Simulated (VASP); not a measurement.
# TiTe2 (Cm) in VASP: a series of runs

Runs on TiTe2. Level: PBE. Tasks: single point.

Everything below comes from runs of VASP 6.6.1. Logs are shortened: lines on timing, memory, paths and dates and some standing lists are left out, and cuts for length are marked.

**1. The cell of the first run**

The structure is monoclinic, space group Cm (No. 8). The conventional cell has a = 6.542 Å, b = 3.777 Å, c = 6.498 Å, α = 90.00°, β = 90.00°, γ = 90.00°. Within 3.6 Å of Ti (site symmetry m) lie 6 Te at 2.74 to 2.79 Å. Te (site symmetry m) has 3 Ti at 2.74 to 2.77 Å within 3.6 Å. Within 3.8 Å of Te (site symmetry m) lie 3 Ti at 2.77 to 2.79 Å and 9 Te at 3.78 Å.

**2. Single point, PBE**

The input, INCAR:

```
SYSTEM = TiTe2
  ALGO = Normal
  EDIFF = 1E-6
  ENCUT = 520
  GGA = PE
  ISIF = 2
  ISMEAR = 0
  LASPH = .True.
  LCHARG = .False.
  LREAL = .False.
  LWAVE = .False.
  NBANDS = 19
  NELM = 60
  PREC = Accurate
  SIGMA = 0.15
```

The input, KPOINTS:

```
k-points
0
Gamma
  12 12 8
  0 0 0
```

The input, POSCAR:

```
TiTe2
1.0
    3.7770008876      0.0000000000      0.0000000000
   -1.8885004438      3.2709787188      0.0000000000
    0.0000000000      0.0000000000      6.4980000000
Ti Te
1 2
Direct
   -0.0030087183     -0.0060174365      0.0023720735
    0.6666666667      0.3333333333      0.2628000000
    0.3333333333      0.6666666667      0.7372000000
```

Potentials or basis: VASP PAW PBE potentials, release 64 (Ti_sv, Te).

Run with:

```console
cat potpaw_PBE.64/Ti_sv/POTCAR potpaw_PBE.64/Te/POTCAR > POTCAR
mpirun -np 1 vasp_std > vasp.out
```

OUTCAR:

```text
SYSTEM = TiTe2
   EDIFF = 1E-6
   ENCUT = 520
   GGA = PE
   ISIF = 2
   ISMEAR = 0
   LASPH = .True.
   LREAL = .False.
   NELM = 60
   PREC = Accurate

 ion  position               nearest neighbor table
   1  0.997  0.994  0.002-   2 2.74   2 2.77   2 2.77   3 2.77   3 2.77   3 2.79
   2  0.667  0.333  0.263-   1 2.74   1 2.77   1 2.77
   3  0.333  0.667  0.737-   1 2.77   1 2.77   1 2.79

  LATTYP: Found a hexagonal cell.
 ALAT       =     3.7770008876
 C/A-ratio  =     1.7204126219

  Lattice vectors:

 A1 = (   3.7770008876,   0.0000000000,   0.0000000000)
 A2 = (  -1.8885004438,   3.2709787188,   0.0000000000)
 A3 = (   0.0000000000,   0.0000000000,   6.4980000000)

Analysis of symmetry for initial positions (statically):
=====================================================================
 Subroutine PRICEL returns:
 Original cell was already a primitive cell.

 Routine SETGRP: Setting up the symmetry group for a
 hexagonal supercell.

 Subroutine GETGRP returns: Found  2 space group operations
 (whereof  2 operations were pure point group operations)
 out of a pool of 24 trial point group operations.

The static configuration has the point symmetry C_1h.

Analysis of symmetry for dynamics (positions and initial velocities):
=====================================================================
 Subroutine PRICEL returns:
 Original cell was already a primitive cell.

 Routine SETGRP: Setting up the symmetry group for a
 hexagonal supercell.

 Subroutine GETGRP returns: Found  2 space group operations
 (whereof  2 operations were pure point group operations)
 out of a pool of 24 trial point group operations.

The dynamic configuration has the point symmetry C_1h.

 Subroutine INISYM returns: Found  2 space group operations
 (whereof  2 operations are pure point group operations),
 and found     1 'primitive' translations

----------------------------------------------------------------------------------------

                                     Primitive cell

  volume of cell :      80.2795

  direct lattice vectors                    reciprocal lattice vectors
     3.777000888  0.000000000  0.000000000     0.264760330  0.152859448  0.000000000
    -1.888500444  3.270978719  0.000000000     0.000000000  0.305718895  0.000000000
[... 84 lines left out ...]
   LASPH  =      T    aspherical Exc in radial PAW
   ENCUT  =  520.0 eV  38.22 Ry    6.18 a.u.   7.02  7.02 12.08*2*pi/ulx,y,z
   NELM   =     60;   NELMIN=  2; NELMDL= -5     # of ELM steps
   EDIFF  = 0.1E-05   stopping-criterion for ELM
   LREAL  =      F    real-space projection
   EDIFFG = 0.1E-04   stopping-criterion for IOM
   NSW    =      0    number of steps for IOM
   IBRION =     -1    ionic relax: 0-MD 1-quasi-New 2-CG
   NFREE  =      0    steps in history (QN), initial steepest desc. (CG)
   ISIF   =      2    stress and relaxation
   ISYM   =      2    0-nonsym 1-usesym 2-fastsym
   POTIM  = 0.5000    time-step for ionic-motion
   TEBEG  =    0.0;   TEEND  =   0.0 temperature during run
   PSTRESS=    0.0 pullay stress
   NELECT =      24.0000    total number of electrons
   NUPDOWN=      -1.0000    fix difference up-down
   EMIN   =  10.00;   EMAX   =-10.00  energy-range for DOS
   EFERMI =   0.00;   METHOD = LEGACY
   ISMEAR =     0;   SIGMA  =   0.15  broadening in eV -4-tet -1-fermi 0-gaus
   EFERMI_NEDOS =   21; number of points for ismear=-14 and -15
   IALGO  =     38    algorithm
   IMIX   =      4    mixing-type and parameters
     AMIX     =   0.40;   BMIX     =  1.00
     AMIX_MAG =   1.60;   BMIX_MAG =  1.00
  volume/ion in A,a.u.               =      26.76       180.58
  Fermi-wavevector in a.u.,A,eV,Ry     =   1.094655  2.068597 16.303433  1.198269
  Thomas-Fermi vector in A             =   2.230963
   LORBIT       =      0    0 simple, 1 ext, 2 COOP (PROOUT), +10 PAW based schemes
   GGA     = PE    functional components
   LHFCALC =     F    Hartree Fock is set to
   AEXX    =    0.0000 exact exchange contribution
   IVDW    =     0    specifies the selected vdW correction
   LEPSILON=     F    determine dielectric tensor
   LRPA    =     F    only Hartree local field effects (RPA)
 non-spin polarized calculation
 Gauss-broadening in eV      SIGMA  =   0.15
  energy-cutoff  :      520.00
  volume of cell :       80.28
 maximum number of plane-waves:      2181
   NGX = 13   NGY = 13   NGZ = 25

 number of electron      24.0000001 magnetization

 Free energy of the ion-electron system (eV)
  ---------------------------------------------------
  ext. energy  EPLUGINS =         0.00000000
  ---------------------------------------------------
  free energy    TOTEN  =       -16.20929063 eV

  energy without entropy =      -16.19418698  energy(sigma->0) =      -16.20173880

 E-fermi :   6.8380     XC(G=0):  -9.8600

 val. band max:        6.8318106297   @ k =   0.5000   0.0000   0.1250
 cond. band min:       6.8419125036   @ k =   0.0000   0.5000   0.0000
 fundamental gap:      0.0101018739
 Fermi energy:         6.8380444149

 k-point     1 :       0.0000    0.0000    0.0000
  band No.  band energies     occupation
      1     -50.6607      2.00000
      2     -26.9201      2.00000
      3     -26.9201      2.00000
      4     -26.8755      2.00000
      5      -5.5833      2.00000
      6      -4.0803      2.00000
[... 505 lines left out ...]
      6      -3.5688      2.00000
[... 11 lines left out ...]
     18      12.4073      0.00000
     19      12.8666      0.00000

 [... further k-points ...]

------------------------ aborting loop because EDIFF is reached ----------------------------------------

  FORCE on cell =-STRESS in cart. coord.  units (eV):
  Direction    XX          YY          ZZ          XY          YZ          ZX
  --------------------------------------------------------------------------------------
  -------------------------------------------------------------------------------------
  Total        0.2921603      0.3058667      0.7859258      0.0000000     -0.0123206      0.0000000
  in kB        5.8307876      6.1043345     15.6851123      0.0000000     -0.2458880      0.0000000
  external PRESSURE =       9.2067448 kB  Pullay stress =       0.0000000 kB

 VOLUME and BASIS-vectors are now :
 -----------------------------------------------------------------------------
  energy-cutoff  :      520.00
  volume of cell :       80.28
      direct lattice vectors                 reciprocal lattice vectors
     3.777000888  0.000000000  0.000000000     0.264760330  0.152859448  0.000000000
    -1.888500444  3.270978719  0.000000000     0.000000000  0.305718895  0.000000000
     0.000000000  0.000000000  6.498000000     0.000000000  0.000000000  0.153893506

 POSITION                                       TOTAL-FORCE (eV/Angst)
 -----------------------------------------------------------------------------------
      1.88850      3.25130      0.01541        -0.000000      0.081693     -0.162245
      1.88850      1.09033      1.70767         0.000000     -0.044904      0.122637
     -0.00000      2.18065      4.79033         0.000000     -0.036789      0.039607
 -----------------------------------------------------------------------------------
    total drift:                                0.000000     -0.000289     -0.000284

  FREE ENERGIE OF THE ION-ELECTRON SYSTEM (eV)
  ---------------------------------------------------
  free  energy   TOTEN  =       -16.2092906298 eV

  energy  without entropy=      -16.1941869760  energy(sigma->0) =      -16.20173880
```

stdout:

```text
POSCAR found type information on POSCAR TiTe
 POSCAR found :  2 types and       3 ions
 scaLAPACK will be used
 LDA part: xc-table for (Slater+PW92), standard interpolation
 POSCAR, INCAR and KPOINTS ok, starting setup
 FFT: planning ... GRIDC
 FFT: planning ... GRID_SOFT
 FFT: planning ... GRID
 WAVECAR not read
 entering main loop
```

It took 7 min on 1 thread of Intel Xeon Platinum 8259CL at 2.50GHz (Skylake/Cascade Lake), shared host; peak memory 0.56 GiB.

What came out:

| Item | Value |
| --- | --- |
| Free energy | -16.2093 eV |
| Pressure | 0.9 GPa |
| Largest force | 0.182 eV/Å |
| Band gap on the k mesh | zero (bands 12 and 13 overlap by 0.66 eV) |

Forces in eV/Å, atoms in the order of the input:
```
Ti   0.000  0.082 -0.162
Te   0.000 -0.045  0.123
Te   0.000 -0.037  0.040
```

Stress tensor (GPa, compression positive):
```
 0.58  0.00  0.00
 0.00  0.61 -0.02
 0.00 -0.02  1.57
```

Levels at points of the mesh, in eV from the Fermi level:
```tsv
k point	band 8	band 9	band 10	band 11	band 12	band 13	band 14	band 15	band 16	band 17
(0.00, 0.00, 0.00)	-1.70	-1.70	0.32	0.37	0.37	0.57	1.06	1.06	3.04	3.04
(0.50, 0.00, 0.00)	-3.71	-2.73	-2.41	-1.77	-1.15	0.01	1.12	1.46	2.39	3.32
(0.00, 0.50, 0.00)	-3.71	-2.73	-2.41	-1.77	-1.15	0.00	1.12	1.46	2.39	3.33
(0.00, 0.00, 0.50)	-2.66	-1.63	-1.63	0.36	0.36	0.74	0.74	1.01	3.47	3.47
(0.50, 0.00, 0.50)	-4.56	-2.42	-2.05	-1.00	-0.64	-0.28	1.12	1.44	2.59	3.46
(0.00, 0.50, 0.50)	-4.56	-2.42	-2.04	-0.99	-0.63	-0.29	1.12	1.44	2.59	3.46
```

Caveat: the cell differs from its parent crystal (all Ti atoms moved +0.025 Å, as atom 1 towards its neighbour atom 2 (Te) at 2.770 Å); spin-orbit coupling is left out, which moves the levels of the heavy elements; this functional lacks dispersion, which binds layers or chains, so the pressure and a relaxed spacing across them are unreliable.

(Part 1 of 2 ends here.)
